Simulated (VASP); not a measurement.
Set up this calculation in VASP 6.6.1, as the native input.

| Item | Value |
| --- | --- |
| Task | single point |
| Functional | PBE |
| Potentials or basis | VASP PAW PBE potentials, release 64 (Te, Sn_d) |
| Cutoff | 500 eV |
| k mesh | 7 × 7 × 7 |
| Occupations | fermi-dirac, width 0.05 eV |
| Spin | no spin polarisation |
| Dipole correction | no |
| Further INCAR settings | ALGO = Normal; EDIFF = 1e-06; NBANDS = 17 |

The structure of SnTe lies in POSCAR:

```
SnTe
1.0
    3.8784931701      0.0000000000      0.0000000000
    0.0000000000      3.8784931701      0.0000000000
    0.0000000000      0.0000000000      3.8784931701
Te Sn
1 1
Direct
    0.5000000000      0.5000000000      0.5000000000
    0.0000000000      0.0000000000      0.0000000000
```

These files were run (other wordings do the same):

INCAR

```
PREC     = Accurate       # precision mode
ENCUT    = 500            # plane-wave cutoff, eV
EDIFF    = 1E-6           # SCF threshold, eV
ISMEAR   = -1             # smearing method
SIGMA    = 0.05           # smearing width, eV
LREAL    = F              # projectors in reciprocal space
LASPH    = T              # aspherical terms in the spheres
NELM     = 120            # most SCF steps
ALGO     = Normal         # electronic algorithm
ISIF     = 2              # what is computed and relaxed
LWAVE    = F              # write WAVECAR
LCHARG   = F              # write CHGCAR
GGA      = PE             # functional
NBANDS   = 17             # bands
GGA_COMPAT= F
```

KPOINTS

```
Automatic mesh
0
Gamma
  7 7 7
```

Potentials or basis: VASP PAW PBE potentials, release 64 (Te, Sn_d).

Run with:

```sh
$ cat potpaw_PBE.64/Te/POTCAR potpaw_PBE.64/Sn_d/POTCAR > POTCAR
$ mpirun -np 1 vasp_std > vasp.out
```

It gave:

```yaml
Pressure: -0.4 GPa
Band_gap_on_the_k_mesh: zero (bands 10 and 11 overlap by 1.12 eV)
```

Caveat: spin-orbit coupling is left out, which moves the levels of the heavy elements.

Run time: 22 s on 1 thread of Intel Xeon 8259CL (shared host), peak memory 0.16 GiB.
